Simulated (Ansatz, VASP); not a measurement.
# BN: VASP beside Ansatz

```
B N
1.0
     2.50712    0.00000    0.00000
    -1.25356    2.17123    0.00000
     0.00000    0.00000   45.84237
B N
4 4
Direct
  0.66667 0.33333 0.39114
  0.33333 0.66667 0.46384
  0.66667 0.33333 0.53616
  0.33333 0.66667 0.60886
  0.33333 0.66667 0.39110
  0.66667 0.33333 0.46384
  0.33333 0.66667 0.53616
  0.66667 0.33333 0.60890
```

Alike in both runs: task single point; functional PBE; dispersion D3(BJ); k mesh 12 × 12 × 1; occupations gaussian, width 0.02 eV; no spin polarisation.

|  | VASP | Ansatz |
| --- | --- | --- |
| version | VASP 6.6.1 | Ansatz 0.2.0 |
| potentials or method | VASP PAW PBE potentials, release 64 (B, N), cutoff 520 eV | scalar-relativistic, plane waves, PAW |
| valence electrons in the cell | 32 | 32 |

VASP gave:

| Quantity | Value |
| --- | --- |
| gap on the k mesh at the Fermi level (eV) | 4.32 |
| least direct gap on the mesh (eV) | 4.67 |

Q: What did Ansatz give for the same quantities?

A: gap on the k mesh at the Fermi level (eV): 4.33; least direct gap on the mesh (eV): 4.67.
